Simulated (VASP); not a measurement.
Runs of VASP 6.6.1 on BP. The structure is that of space group F-43m (No. 216), or close to it. The cells are those of the table. 

```csv
cell,gap on the mesh (eV),pressure (GPa)
"a = 3.207 Å, angles 60.0°, 2 atoms",1.19,-5.0
"a = 3.119 Å, angles 60.0°, 2 atoms",1.09,(a)
"a = 3.163 Å, angles 60.0°, 2 atoms",1.14,1.9
"a = 3.026 Å, angles 60.0°, 2 atoms",0.96,33.0
"a = 2.977 Å, angles 60.0°, 2 atoms",0.86,48.3
"a = 2.926 Å, angles 60.0°, 2 atoms",(b),67.1
"a = 3.238 Å, angles 60.0°, 2 atoms",1.22,-9.4
"a = 3.073 Å, angles 60.0°, 2 atoms",1.03,(c)
```

Alike in all rows: task single point; level LDA; potentials or basis VASP PAW LDA potentials, release 64 (B, P); no spin polarisation; k mesh 10 × 10 × 10; cutoff (eV) 500; smearing gaussian 0.01 eV.

Task: Fill in the values left out.

Result: (a) 10.3; (b) 0.75; (c) 20.5.

Caveats: the cell stands under pressure (at least some runs); the cell stands under tension (at least some runs).

A k mesh can miss the band edges.
